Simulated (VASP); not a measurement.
# LuSc2N3 (P4/mmm) in VASP: notebook, part 2 of 2

VASP 6.6.1. The steps go on from the part before.

## (4) Single point, PBE, collinear spin, ferromagnetic start

This run uses another cell than the first one, of 18.19 Å³/atom, 1.142 times its volume.

File INCAR:

```
PREC     = Accurate       # precision mode
ENCUT    = 520            # plane-wave cutoff, eV
EDIFF    = 1E-7           # SCF threshold, eV
ISMEAR   = 0              # smearing method
SIGMA    = 0.1            # smearing width, eV
LREAL    = F              # projectors in reciprocal space
LASPH    = T              # aspherical terms in the spheres
NELM     = 150            # most SCF steps
ALGO     = Normal         # electronic algorithm
ISIF     = 2              # what is computed and relaxed
LWAVE    = F              # write WAVECAR
LCHARG   = F              # write CHGCAR
ISPIN    = 2              # spin polarisation
MAGMOM   = 0 1 1 0 0 0    # initial moments
LORBIT   = 11             # projections on sites
LMAXMIX  = 4              # l up to which the mixer works
GGA      = PE             # functional
NBANDS   = 44             # bands
```

File KPOINTS:

```
regular mesh
0
Gamma
  4 4 4
```

File POSCAR:

```
LuSc2N3
1.0
    4.2234417034      0.0000000000      0.0000000000
    0.0000000000      4.2234417034      0.0000000000
    0.0000000000      0.0000000000      6.1201557063
Lu Sc N
1 2 3
Direct
    0.5000000000      0.5000000000      0.0000000000
    0.0000000000      0.5000000000      0.5000000000
    0.5000000000      0.0000000000      0.5000000000
    0.5000000000      0.5000000000      0.6602067623
    0.5000000000      0.5000000000      0.3397932377
    0.0000000000      0.0000000000      0.5000000000
```

Potentials or basis: VASP PAW PBE potentials, release 64 (Lu, Sc_sv, N).

Run with:

```sh
$ cat potpaw_PBE.64/Lu/POTCAR potpaw_PBE.64/Sc_sv/POTCAR potpaw_PBE.64/N/POTCAR > POTCAR
$ mpirun -np 1 vasp_std > vasp.out
```

OUTCAR:

```text
PREC = Accurate
   ENCUT = 520
   EDIFF = 1E-7
   ISMEAR = 0
   LREAL = F
   LASPH = T
   NELM = 150
   ISIF = 2
   ISPIN = 2
   LORBIT = 11
   GGA = PE

 ion  position               nearest neighbor table
   1  0.500  0.500  0.000-   4 2.08   5 2.08
   2  0.000  0.500  0.500-   6 2.11   6 2.11   4 2.33   5 2.33   4 2.33   5 2.33   3 2.99   3 2.99
                             3 2.99   3 2.99
   3  0.500  0.000  0.500-   6 2.11   6 2.11   4 2.33   4 2.33   5 2.33   5 2.33   2 2.99   2 2.99
                             2 2.99   2 2.99
   4  0.500  0.500  0.660-   1 2.08   2 2.33   3 2.33   3 2.33   2 2.33
   5  0.500  0.500  0.340-   1 2.08   2 2.33   3 2.33   3 2.33   2 2.33
   6  0.000  0.000  0.500-   2 2.11   3 2.11   2 2.11   3 2.11

  LATTYP: Found a simple tetragonal cell.
 ALAT       =     4.2234417034
 C/A-ratio  =     1.4490920288

  Lattice vectors:

 A1 = (   4.2234417034,   0.0000000000,   0.0000000000)
 A2 = (   0.0000000000,   4.2234417034,   0.0000000000)
 A3 = (   0.0000000000,   0.0000000000,   6.1201557063)

Analysis of symmetry for initial positions (statically):
=====================================================================
 Subroutine PRICEL returns:
 Original cell was already a primitive cell.

 Routine SETGRP: Setting up the symmetry group for a
 simple tetragonal supercell.

 Subroutine GETGRP returns: Found 16 space group operations
 (whereof 16 operations were pure point group operations)
 out of a pool of 16 trial point group operations.

The static configuration has the point symmetry D_4h.

Analysis of symmetry for dynamics (positions and initial velocities):
=====================================================================
 Subroutine PRICEL returns:
 Original cell was already a primitive cell.

 Routine SETGRP: Setting up the symmetry group for a
 simple tetragonal supercell.

 Subroutine GETGRP returns: Found 16 space group operations
 (whereof 16 operations were pure point group operations)
 out of a pool of 16 trial point group operations.

The dynamic configuration has the point symmetry D_4h.

Analysis of structural, dynamic, and magnetic symmetry:
=====================================================================
 Subroutine PRICEL returns:
 Original cell was already a primitive cell.

 Routine SETGRP: Setting up the symmetry group for a
 simple tetragonal supercell.

 Subroutine GETGRP returns: Found 16 space group operations
 (whereof 16 operations were pure point group operations)
 out of a pool of 16 trial point group operations.

The overall configuration has the point symmetry D_4h.

 Subroutine INISYM returns: Found 16 space group operations
 (whereof 16 operations are pure point group operations),
 and found     1 'primitive' translations

----------------------------------------------------------------------------------------

                                     Primitive cell

  volume of cell :     109.1680

  direct lattice vectors                    reciprocal lattice vectors
[... 94 lines left out ...]
   ISIF   =      2    stress and relaxation
   ISYM   =      2    0-nonsym 1-usesym 2-fastsym
   POTIM  = 0.5000    time-step for ionic-motion
   TEBEG  =    0.0;   TEEND  =   0.0 temperature during run
   PSTRESS=    0.0 pullay stress
   NELECT =      62.0000    total number of electrons
   NUPDOWN=      -1.0000    fix difference up-down
   EMIN   =  10.00;   EMAX   =-10.00  energy-range for DOS
   EFERMI =   0.00;   METHOD = LEGACY
   ISMEAR =     0;   SIGMA  =   0.10  broadening in eV -4-tet -1-fermi 0-gaus
   EFERMI_NEDOS =   21; number of points for ismear=-14 and -15
   IALGO  =     38    algorithm
   IMIX   =      4    mixing-type and parameters
     AMIX     =   0.40;   BMIX     =  1.00
     AMIX_MAG =   1.60;   BMIX_MAG =  1.00
  volume/ion in A,a.u.               =      18.19       122.78
  Fermi-wavevector in a.u.,A,eV,Ry     =   1.355731  2.561960 25.007602  1.838007
  Thomas-Fermi vector in A             =   2.482794
   LORBIT       =     11    0 simple, 1 ext, 2 COOP (PROOUT), +10 PAW based schemes
   GGA     = PE    functional components
   LHFCALC =     F    Hartree Fock is set to
   AEXX    =    0.0000 exact exchange contribution
   IVDW    =     0    specifies the selected vdW correction
   LEPSILON=     F    determine dielectric tensor
   LRPA    =     F    only Hartree local field effects (RPA)
 spin polarized calculation
 Gauss-broadening in eV      SIGMA  =   0.10
  energy-cutoff  :      520.00
  volume of cell :      109.17
 maximum number of plane-waves:      2960
 NGX is ok and might be reduce to    32
   NGX = 15   NGY = 15   NGZ = 23

 number of electron      61.9999993 magnetization      -0.0000132

 number of electron      61.9999993 magnetization       0.0000193

 Free energy of the ion-electron system (eV)
  ---------------------------------------------------
  ext. energy  EPLUGINS =         0.00000000
  ---------------------------------------------------
  free energy    TOTEN  =       -46.72028582 eV

  energy without entropy =      -46.71427697  energy(sigma->0) =      -46.71728139

 E-fermi :   2.9243     XC(G=0):  -9.7056

 val. band max:        2.8691272383   @ k =   0.5000   0.2500   0.0000
 cond. band min:       3.0112628730   @ k =   0.5000   0.2500   0.2500
 fundamental gap:      0.1421356347
 Fermi energy:         2.9242995123

 spin component 1

 k-point     1 :       0.0000    0.0000    0.0000
  band No.  band energies     occupation
      1     -53.7772      1.00000
      2     -46.1050      1.00000
      3     -45.9788      1.00000
      4     -24.9409      1.00000
      5     -24.9253      1.00000
      6     -24.9253      1.00000
[... 817 lines left out ...]
     42       7.2207      0.00000
     43       7.2511      0.00000
 Fermi energy:         2.9242995123

 spin component 2

 k-point     1 :       0.0000    0.0000    0.0000
  band No.  band energies     occupation
      1     -53.7772      1.00000
      2     -46.1050      1.00000
      3     -45.9787      1.00000
      4     -24.9409      1.00000
      5     -24.9253      1.00000
      6     -24.9253      1.00000
[... 817 lines left out ...]
     42       7.2207      0.00000
     43       7.2510      0.00000
 [bands above 43 left out]

------------------------ aborting loop because EDIFF is reached ----------------------------------------

  FORCE on cell =-STRESS in cart. coord.  units (eV):
  Direction    XX          YY          ZZ          XY          YZ          ZX
  --------------------------------------------------------------------------------------
  -------------------------------------------------------------------------------------
  Total        0.3738292      0.3738292      0.5330040      0.0000000      0.0000000     -0.0000000
  in kB        5.4864105      5.4864105      7.8225000      0.0000000      0.0000000     -0.0000000
  external PRESSURE =       6.2651070 kB  Pullay stress =       0.0000000 kB

 VOLUME and BASIS-vectors are now :
 -----------------------------------------------------------------------------
  energy-cutoff  :      520.00
  volume of cell :      109.17
      direct lattice vectors                 reciprocal lattice vectors
     4.223441703  0.000000000  0.000000000     0.236773719  0.000000000  0.000000000
     0.000000000  4.223441703  0.000000000     0.000000000  0.236773719  0.000000000
     0.000000000  0.000000000  6.120155706     0.000000000  0.000000000  0.163394536

 POSITION                                       TOTAL-FORCE (eV/Angst)
 -----------------------------------------------------------------------------------
      2.11172      2.11172      0.00000         0.000000     -0.000000      0.000000
      0.00000      2.11172      3.06008         0.000000     -0.000000      0.000000
      2.11172      0.00000      3.06008         0.000000     -0.000000      0.000000
      2.11172      2.11172      4.04057         0.000000      0.000000     -0.076020
      2.11172      2.11172      2.07959         0.000000      0.000000      0.076020
      0.00000      0.00000      3.06008         0.000000     -0.000000      0.000000
 -----------------------------------------------------------------------------------
    total drift:                                0.000000     -0.000000     -0.000000

  FREE ENERGIE OF THE ION-ELECTRON SYSTEM (eV)
  ---------------------------------------------------
  free  energy   TOTEN  =       -46.7202858210 eV

  energy  without entropy=      -46.7142769672  energy(sigma->0) =      -46.71728139

 total charge

# of ion       s       p       d       f       tot
--------------------------------------------------
    1        2.328   6.056   0.913  14.053  23.351
    2        2.201   6.246   1.112   0.000   9.558
    3        2.201   6.246   1.112   0.000   9.558
    4        1.287   2.360   0.000   0.000   3.647
    5        1.287   2.360   0.000   0.000   3.647
    6        1.264   2.451   0.000   0.000   3.715
--------------------------------------------------
tot         10.566  25.719   3.137  14.053  53.475

 magnetization (x)

# of ion       s       p       d       f       tot
--------------------------------------------------
    1       -0.000   0.000   0.000  -0.000   0.000
    2       -0.000   0.000  -0.000   0.000  -0.000
    3       -0.000   0.000  -0.000   0.000  -0.000
    4        0.000  -0.000   0.000   0.000  -0.000
    5        0.000  -0.000   0.000   0.000  -0.000
    6       -0.000   0.000   0.000   0.000   0.000
--------------------------------------------------
tot         -0.000  -0.000  -0.000  -0.000  -0.000
```

Run time: 1.8 min. Hardware: 1 thread of Intel Xeon 6975P-C (Granite Rapids), shared host; peak memory 0.34 GiB.

Results:

```
Free energy                                           : -46.7203 eV
Pressure                                              : 0.6 GPa
Largest force                                         : 0.076 eV/Å
Band gap on the k mesh                                : zero (filled and empty bands overlap)
Net moment                                            : 0.00 μB per cell
Valence electrons inside the program's atomic spheres : Lu 23.35; Sc 9.56; N 3.65, 3.71
```

Forces in eV/Å, atoms in the order of the input:
```
Lu   0.000  0.000  0.000
Sc   0.000  0.000  0.000
Sc   0.000  0.000  0.000
N    0.000  0.000 -0.076
N    0.000  0.000  0.076
N    0.000  0.000  0.000
```

Caveat: the k points lie up to 0.37 Å⁻¹ apart; spin-orbit coupling is left out, which moves the levels of the heavy elements.

## (5) The runs side by side

| spin | cell | gap on the mesh (eV) | pressure (GPa) | largest force (eV/Å) |
| --- | --- | --- | --- | --- |
| off | a = 3.782, b = 3.782, c = 6.683 Å, 6 atoms | none | 28.5 | 3.28 |
| off | a = 4.223, b = 4.223, c = 6.120 Å, 6 atoms | none | 0.7 | 0.08 |
| collinear, ferromagnetic start | a = 4.223, b = 4.223, c = 6.120 Å, 6 atoms | none | 0.6 | 0.08 |

Alike in all rows: task single point; level PBE; potentials or basis VASP PAW PBE potentials, release 64 (Lu, Sc_sv, N); k mesh 4 × 4 × 4; cutoff (eV) 520; smearing gaussian 0.1 eV.

Caveats: all runs use coarse meshes; spin-orbit coupling is left out, which moves the levels of the heavy elements; forces of over 1 eV/Å act on the atoms, so gaps and moduli don't describe the material at rest (some runs).

Total energies depend on the potentials used, so only differences within one code and one set of settings carry meaning.
